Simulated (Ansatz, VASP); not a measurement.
Two plane-wave programs on GaSbTe2

```
CELL_PARAMETERS angstrom
0.00000 0.00000 6.89493
4.23288 -4.23288 3.44747
4.23288 4.23288 -3.44747
ATOMIC_POSITIONS crystal
Ga 0.75000 0.50000 0.50000
Ga 0.25000 0.50000 0.50000
Te 0.67000 0.50000 0.84000
Te 0.17000 0.16000 0.50000
Te 0.33000 0.50000 0.16000
Te 0.83000 0.84000 0.50000
Sb 0.25000 0.00000 0.00000
Sb 0.75000 0.00000 0.00000
```

Alike in both runs: task single point; functional PBEsol; k mesh 4 × 4 × 4; occupations fermi-dirac, width 0.013 eV; no spin polarisation.

|  | VASP | Ansatz |
| --- | --- | --- |
| version | VASP 6.6.1 | Ansatz 0.2.0 |
| potentials or method | VASP PAW PBE potentials, release 64 (Ga_d, Te, Sb), cutoff 520 eV | PAW plane waves |
| valence electrons in the cell | 60 | 120 |

Ansatz gave:

- gap on the k mesh at the Fermi level (eV): none
- pressure (GPa): -3.4
- traceless stress, the component that is largest in VASP (GPa): -0.17
- rms of the force components (eV/Å): 0.190

**Question.** What did VASP give for the same quantities?

**Answer.** gap on the k mesh at the Fermi level (eV): none; pressure (GPa): -3.4; traceless stress, the component that is largest in VASP (GPa): -0.16; rms of the force components (eV/Å): 0.198.

VASP's potentials were made for PBE, not for PBEsol. Atom by atom the forces differ by 0.008 eV/Å (rms over components). A gap of «none» marks a metal or a gap that the smearing closes. VASP's potentials hold 60 valence electrons a cell and Ansatz's 120, so a difference there can come from the potentials and not from the codes.

Neither program's run includes spin-orbit coupling.
